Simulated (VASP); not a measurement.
The system is Cu.

```xyz
4
Lattice="2.5641 0.0000 0.0000 -1.2820 2.2205 0.0000 0.0000 0.0000 8.3705" Properties=species:S:1:pos:R:3 pbc="T T T"
Cu    1.2820    0.7402    6.2779
Cu    0.0000    0.0000    4.1853
Cu    0.0000    1.4804    2.0926
Cu    0.0000    0.0000    0.0000
```

Base run:

| Item | Value |
| --- | --- |
| Program | VASP 6.6.1 |
| Functional | PBEsol |
| Potentials or basis | VASP PAW PBE potentials, release 64 (Cu) |
| Cutoff | 520 eV |
| k mesh | 12 × 12 × 4 |
| Occupations | fermi-dirac, width 0.05 eV |
| Spin | no spin polarisation |

Its results: band gap on the k mesh zero (band 22 reaches 10.61 eV, above the bottom of band 23 at 5.52 eV); pressure -6.8 GPa.

The run is repeated on the same cell with these changes: functional from PBEsol to LDA; potentials or basis from VASP PAW PBE potentials, release 64 (Cu) to VASP PAW LDA potentials, release 64 (Cu). What comes out?

Band gap on the k mesh zero (band 22 reaches 10.59 eV, above the bottom of band 23 at 5.42 eV); pressure -12.6 GPa.

Caveats: the PAW data sets were made with another functional, which shifts forces and pressure a little (some runs).
